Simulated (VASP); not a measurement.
# V (Im-3m) in VASP: a series of runs

The runs below take V through single point, relaxation of cell and atoms, with PBEsol.

All numbers are computed with VASP 6.6.1; they aren't measurements. Logs are shortened: lines on timing, memory, paths and dates and some standing lists are left out, and cuts for length are marked.

**1. The cell of the first run**

The structure is cubic, space group Im-3m (No. 229). The conventional cell has a = 2.952 Å, b = 2.952 Å, c = 2.952 Å, α = 90.00°, β = 90.00°, γ = 90.00°. V (site symmetry m-3m) has 14 V at 2.56 to 2.95 Å within 3.4 Å.

**2. Single point, PBEsol**

The input, INCAR:

```
ALGO = Normal
EDIFF = 1E-6
ENCUT = 500
GGA = PS
GGA_COMPAT = F
ISIF = 2
ISMEAR = 0
LASPH = T
LCHARG = F
LREAL = F
LWAVE = F
NBANDS = 12
NELM = 120
PREC = Accurate
SIGMA = 0.1
```

The input, KPOINTS:

```
k-points
0
Gamma
  8 8 8
```

The input, POSCAR:

```
V
1.0
   -1.4757508025      1.4757508025      1.4757508025
    1.4757508025     -1.4757508025      1.4757508025
    1.4757508025      1.4757508025     -1.4757508025
V
1
Direct
    0.0000000000      0.0000000000      0.0000000000
```

Potentials or basis: VASP PAW PBE potentials, release 64 (V_sv).

On the command line:

```sh
$ cat potpaw_PBE.64/V_sv/POTCAR > POTCAR
$ mpirun -np 1 vasp_std > vasp.out
```

OUTCAR:

```text
EDIFF = 1E-6
   ENCUT = 500
   GGA = PS
   ISIF = 2
   ISMEAR = 0
   LASPH = T
   LREAL = F
   NELM = 120
   PREC = Accurate

 ion  position               nearest neighbor table
   1  0.000  0.000  0.000-

  LATTYP: Found a body centered cubic cell.
 ALAT       =     2.9515016050

  Lattice vectors:

 A1 = (  -1.4757508025,   1.4757508025,   1.4757508025)
 A2 = (   1.4757508025,  -1.4757508025,   1.4757508025)
 A3 = (   1.4757508025,   1.4757508025,  -1.4757508025)

Analysis of symmetry for initial positions (statically):
=====================================================================
 Subroutine PRICEL returns:
 Original cell was already a primitive cell.

 Routine SETGRP: Setting up the symmetry group for a
 body centered cubic supercell.

 Subroutine GETGRP returns: Found 48 space group operations
[... 9 lines left out ...]

 Routine SETGRP: Setting up the symmetry group for a
 body centered cubic supercell.

 Subroutine GETGRP returns: Found 48 space group operations
[... 11 lines left out ...]
                                     Primitive cell

  volume of cell :      12.8558

  direct lattice vectors                    reciprocal lattice vectors
    -1.475750802  1.475750802  1.475750802     0.000000000  0.338810590  0.338810590
     1.475750802 -1.475750802  1.475750802     0.338810590  0.000000000  0.338810590
     1.475750802  1.475750802 -1.475750802     0.338810590  0.338810590  0.000000000

  length of vectors
     2.556075369  2.556075369  2.556075369     0.479150531  0.479150531  0.479150531

  position of ions in fractional coordinates (direct lattice)
     0.000000000  0.000000000  0.000000000

  ion indices of the primitive-cell ions
   primitive index   ion index
                 1           1

----------------------------------------------------------------------------------------

 KPOINTS: k-points

Automatic generation of k-mesh.
 Grid dimensions read from file:
 generate k-points for:    8    8    8

 Generating k-lattice:

  Cartesian coordinates                     Fractional coordinates (reciprocal lattice)
     0.000000000  0.042351324  0.042351324     0.125000000  0.000000000  0.000000000
     0.042351324  0.000000000  0.042351324     0.000000000  0.125000000  0.000000000
     0.042351324  0.042351324  0.000000000     0.000000000  0.000000000  0.125000000

  Length of vectors
     0.059893816  0.059893816  0.059893816

  Shift w.r.t. Gamma in fractional coordinates (k-lattice)
     0.000000000  0.000000000  0.000000000

 Subroutine IBZKPT returns following result:
 ===========================================

 Found     29 irreducible k-points:

 Following reciprocal coordinates:
            Coordinates               Weight
  0.000000  0.000000  0.000000      1.000000
  0.125000  0.000000  0.000000     12.000000
  0.250000  0.000000  0.000000     12.000000
  0.375000  0.000000  0.000000     12.000000
  0.500000  0.000000  0.000000      6.000000
  0.125000  0.125000  0.000000     24.000000
[... 16 lines left out ...]
 -0.250000  0.250000  0.250000      6.000000
 -0.375000  0.375000  0.250000     24.000000
 [... further k-points ...]
   k-points           NKPTS =     29   k-points in BZ     NKDIM =     29   number of bands    NBANDS=     12
   number of dos      NEDOS =    301   number of ions     NIONS =      1
   total plane-waves  NPLWV =   8000
   dimension x,y,z NGX =    20 NGY =   20 NGZ =   20
   dimension x,y,z NGXF=    40 NGYF=   40 NGZF=   40
   ions per type =               1
   NGX,Y,Z   is equivalent  to a cutoff of  13.01, 13.01, 13.01 a.u.
   NGXF,Y,Z  is equivalent  to a cutoff of  26.02, 26.02, 26.02 a.u.
 SYSTEM =  unknown system
   PREC   = accura    normal or accurate (medium, high low for compatibility)
   ISTART =      0    job   : 0-new  1-cont  2-samecut
   ICHARG =      2    charge: 1-file 2-atom 10-const
   ISPIN  =      1    spin polarized calculation?
   LNONCOLLINEAR =      F non collinear calculations
   LSORBIT =      F    spin-orbit coupling
   LASPH  =      T    aspherical Exc in radial PAW
   ENCUT  =  500.0 eV  36.75 Ry    6.06 a.u.   4.66  4.66  4.66*2*pi/ulx,y,z
   NELM   =    120;   NELMIN=  2; NELMDL= -5     # of ELM steps
   EDIFF  = 0.1E-05   stopping-criterion for ELM
   LREAL  =      F    real-space projection
[... 7 lines left out ...]
   TEBEG  =    0.0;   TEEND  =   0.0 temperature during run
   PSTRESS=    0.0 pullay stress
   NELECT =      13.0000    total number of electrons
   NUPDOWN=      -1.0000    fix difference up-down
   EMIN   =  10.00;   EMAX   =-10.00  energy-range for DOS
   EFERMI =   0.00;   METHOD = LEGACY
   ISMEAR =     0;   SIGMA  =   0.10  broadening in eV -4-tet -1-fermi 0-gaus
   EFERMI_NEDOS =   21; number of points for ismear=-14 and -15
   IALGO  =     38    algorithm
   IMIX   =      4    mixing-type and parameters
     AMIX     =   0.40;   BMIX     =  1.00
     AMIX_MAG =   1.60;   BMIX_MAG =  1.00
  volume/ion in A,a.u.               =      12.86        86.76
  Fermi-wavevector in a.u.,A,eV,Ry     =   1.643197  3.105192 36.737034  2.700096
  Thomas-Fermi vector in A             =   2.733372
   LORBIT       =      0    0 simple, 1 ext, 2 COOP (PROOUT), +10 PAW based schemes
   GGA     = PS    functional components
   LHFCALC =     F    Hartree Fock is set to
   AEXX    =    0.0000 exact exchange contribution
   IVDW    =     0    specifies the selected vdW correction
   LEPSILON=     F    determine dielectric tensor
   LRPA    =     F    only Hartree local field effects (RPA)
 non-spin polarized calculation
 Gauss-broadening in eV      SIGMA  =   0.10
  energy-cutoff  :      500.00
  volume of cell :       12.86
 maximum number of plane-waves:       337
   NGX =  9   NGY =  9   NGZ =  9

 number of electron      13.0000005 magnetization

 Free energy of the ion-electron system (eV)
  ---------------------------------------------------
  ext. energy  EPLUGINS =         0.00000000
  ---------------------------------------------------
  free energy    TOTEN  =        -9.65683807 eV

  energy without entropy =       -9.64897445  energy(sigma->0) =       -9.65290626

 E-fermi :  10.1627     XC(G=0): -13.3115

 val. band max:       10.1434911786   @ k =   0.2500   0.0000   0.0000
 cond. band min:      10.1681460365   @ k =  -0.2500   0.2500   0.1250
 fundamental gap:      0.0246548578
 Fermi energy:        10.1626938452

 k-point     1 :       0.0000    0.0000    0.0000
  band No.  band energies     occupation
      1     -53.2301      2.00000
      2     -26.5505      2.00000
      3     -26.5505      2.00000
      4     -26.5505      2.00000
      5       3.4584      2.00000
      6      10.6010      0.00000
      7      10.6010      0.00000
      8      10.6010      0.00000
      9      12.7287      0.00000
     10      12.7287      0.00000
     11      31.0014      0.00000
     12      31.0014      0.00000

 k-point     2 :       0.1250    0.0000    0.0000
  band No.  band energies     occupation
      1     -53.1951      2.00000
      2     -26.7122      2.00000
      3     -26.5993      2.00000
      4     -26.5518      2.00000
      5       4.1010      2.00000
      6      10.3261      0.02082
      7      10.5095      0.00000
      8      11.0744      0.00000
      9      12.4641      0.00000
     10      12.7505      0.00000
     11      29.9989      0.00000
     12      30.8021      0.00000

 k-point     3 :       0.2500    0.0000    0.0000
  band No.  band energies     occupation
      1     -53.1099      2.00000
      2     -27.0921      2.00000
      3     -26.7158      2.00000
      4     -26.5552      2.00000
      5       5.6708      2.00000
      6       9.7144      2.00000
      7      10.1435      1.21404
      8      12.3367      0.00000
      9      12.3857      0.00000
     10      12.8508      0.00000
     11      26.8961      0.00000
     12      29.1618      0.00000

 k-point     4 :       0.3750    0.0000    0.0000
  band No.  band energies     occupation
      1     -53.0235      2.00000
      2     -27.4591      2.00000
      3     -26.8303      2.00000
      4     -26.5586      2.00000
      5       6.7473      2.00000
      6       9.1623      2.00000
      7      10.7738      0.00000
      8      12.6693      0.00000
      9      13.0266      0.00000
     10      13.8475      0.00000
     11      23.0044      0.00000
     12      27.1828      0.00000

 k-point     5 :       0.5000    0.0000    0.0000
  band No.  band energies     occupation
      1     -52.9874      2.00000
      2     -27.6077      2.00000
      3     -26.8773      2.00000
      4     -26.5601      2.00000
      5       6.8166      2.00000
      6       8.9481      2.00000
      7      11.9762      0.00000
      8      12.7468      0.00000
      9      13.1253      0.00000
     10      14.5885      0.00000
     11      20.9473      0.00000
     12      26.3840      0.00000
[... 228 lines left out ...]
      1     -52.9252      2.00000
      2     -27.3050      2.00000
      3     -27.3050      2.00000
      4     -26.7474      2.00000
      5       8.6553      2.00000
      6       8.6553      2.00000
      7       9.3045      2.00000
      8      13.1248      0.00000
      9      13.1248      0.00000
     10      19.8927      0.00000
     11      19.8927      0.00000
     12      21.7909      0.00000

 k-point    22 :       0.2500    0.2500    0.2500
  band No.  band energies     occupation
      1     -52.9677      2.00000
      2     -27.0765      2.00000
      3     -27.0765      2.00000
      4     -27.0765      2.00000
      5       9.0091      2.00000
      6       9.0091      2.00000
      7       9.0091      2.00000
      8      13.1951      0.00000
      9      13.1951      0.00000
     10      21.0795      0.00000
     11      21.0795      0.00000
     12      21.0795      0.00000

 k-point    23 :      -0.2500    0.2500    0.2500
  band No.  band energies     occupation
      1     -53.0084      2.00000
      2     -27.1145      2.00000
      3     -26.8975      2.00000
      4     -26.8975      2.00000
      5       7.2294      2.00000
      6       9.5118      2.00000
      7      11.0688      0.00000
      8      11.0688      0.00000
      9      12.2618      0.00000
     10      14.0311      0.00000
     11      28.0561      0.00000
     12      28.5218      0.00000

 k-point    24 :      -0.3750    0.3750    0.2500
  band No.  band energies     occupation
      1     -52.9357      2.00000
      2     -27.3290      2.00000
      3     -27.0232      2.00000
      4     -26.9305      2.00000
      5       7.8527      2.00000
      6       8.5590      2.00000
      7      11.0817      0.00000
      8      11.7129      0.00000
      9      13.5494      0.00000
     10      15.4981      0.00000
     11      23.9263      0.00000
     12      26.2235      0.00000

 [... further k-points ...]

------------------------ aborting loop because EDIFF is reached ----------------------------------------

  FORCE on cell =-STRESS in cart. coord.  units (eV):
  Direction    XX          YY          ZZ          XY          YZ          ZX
  --------------------------------------------------------------------------------------
  -------------------------------------------------------------------------------------
  Total        0.0095733      0.0095733      0.0095733     -0.0000000      0.0000000     -0.0000000
  in kB        1.1930906      1.1930906      1.1930906     -0.0000000      0.0000000     -0.0000000
  external PRESSURE =       1.1930906 kB  Pullay stress =       0.0000000 kB

 VOLUME and BASIS-vectors are now :
 -----------------------------------------------------------------------------
  energy-cutoff  :      500.00
  volume of cell :       12.86
      direct lattice vectors                 reciprocal lattice vectors
    -1.475750802  1.475750802  1.475750802     0.000000000  0.338810590  0.338810590
     1.475750802 -1.475750802  1.475750802     0.338810590  0.000000000  0.338810590
     1.475750802  1.475750802 -1.475750802     0.338810590  0.338810590  0.000000000

 POSITION                                       TOTAL-FORCE (eV/Angst)
 -----------------------------------------------------------------------------------
      0.00000      0.00000      0.00000         0.000000      0.000000      0.000000
 -----------------------------------------------------------------------------------
    total drift:                                0.000000     -0.000000      0.000000

  FREE ENERGIE OF THE ION-ELECTRON SYSTEM (eV)
  ---------------------------------------------------
  free  energy   TOTEN  =        -9.6568380669 eV

  energy  without entropy=       -9.6489744472  energy(sigma->0) =       -9.65290626
```

It took 8.1 s on 1 thread of Intel Xeon 8259CL, shared host; peak memory 0.12 GiB.

What came out:

```
Free energy : -9.6568 eV
Pressure    : 0.1 GPa
```

Caveat: the k points lie up to 0.38 Å⁻¹ apart; the PAW data sets were made with another functional, which shifts forces and pressure a little.

**3. Relaxation of cell and atoms, PBEsol**

This run uses another cell than the first one, of 15.12 Å³/atom, 1.176 times its volume.

The input, INCAR:

```
SYSTEM = V
ALGO = Normal
EDIFF = 1E-7
EDIFFG = -0.05
ENCUT = 500
GGA = PS
GGA_COMPAT = .False.
IBRION = 2
ISIF = 3
ISMEAR = 0
LASPH = .True.
LCHARG = .False.
LREAL = .False.
LWAVE = .False.
NELM = 120
NELMIN = 4
NSW = 80
PREC = Accurate
SIGMA = 0.1
```

The input, KPOINTS:

```
k-points
0
Gamma
  8 8 8
  0 0 0
```

The input, POSCAR:

```
V
1.0
   -1.5576731281      1.5576731281      1.5576731281
    1.5576731281     -1.5576731281      1.5576731281
    1.5576731281      1.5576731281     -1.5576731281
V
1
Direct
    0.0000000000      0.0000000000      0.0000000000
```

Potentials or basis: VASP PAW PBE potentials, release 64 (V_sv).

On the command line:

```sh
$ cat potpaw_PBE.64/V_sv/POTCAR > POTCAR
$ mpirun -np 1 vasp_std > vasp.out
```

It took 28 s on 1 thread of Intel Xeon 8259CL, shared host; peak memory 0.13 GiB.

The run converged. Its results:

| Quantity | Value |
| --- | --- |
| Free energy | -9.6577 eV |
| Relaxed volume | 12.89 Å³/atom |
| Relaxed cell | a = 2.558 Å, b = 2.558 Å, c = 2.558 Å, α = 109.47°, β = 109.47°, γ = 109.47° |
| Space group after relaxing (to 0.05 Å) | Im-3m (No. 229) |
| Energy gained by relaxing | 185.3 meV/atom |
| Ionic steps | 4 |
| Pressure after relaxing | -0.3 GPa |

Step by step:
```
step  energy change (eV)  largest force (eV/Å)  pressure (GPa)  volume (Å³)
   1              0.0000                0.0000          -23.21        15.12
   2              0.0933                0.0000           50.32        10.82
   3             -0.1850                0.0000           -1.25        12.96
   4             -0.1853                0.0000           -0.25        12.89
```

Final structure:
```
V
1.0
    -1.47705    1.47705    1.47705
     1.47705   -1.47705    1.47705
     1.47705    1.47705   -1.47705
V
1
Direct
  0.00000 0.00000 0.00000
```

Levels at points of the mesh, in eV from the Fermi level:
| k point | band 4 | band 5 | band 6 | band 7 | band 8 | band 9 |
| --- | --- | --- | --- | --- | --- | --- |
| (0.00, 0.00, 0.00) | -36.72 | -6.70 | 0.44 | 0.44 | 0.44 | 2.56 |
| (0.50, 0.00, 0.00) | -36.73 | -3.34 | -1.21 | 1.80 | 2.58 | 2.95 |
| (0.50, 0.50, 0.50) | -37.43 | -3.21 | -3.21 | 3.99 | 3.99 | 3.99 |

Caveat: the PAW data sets were made with another functional, which shifts forces and pressure a little.

(Continued in part 2 of 2.)
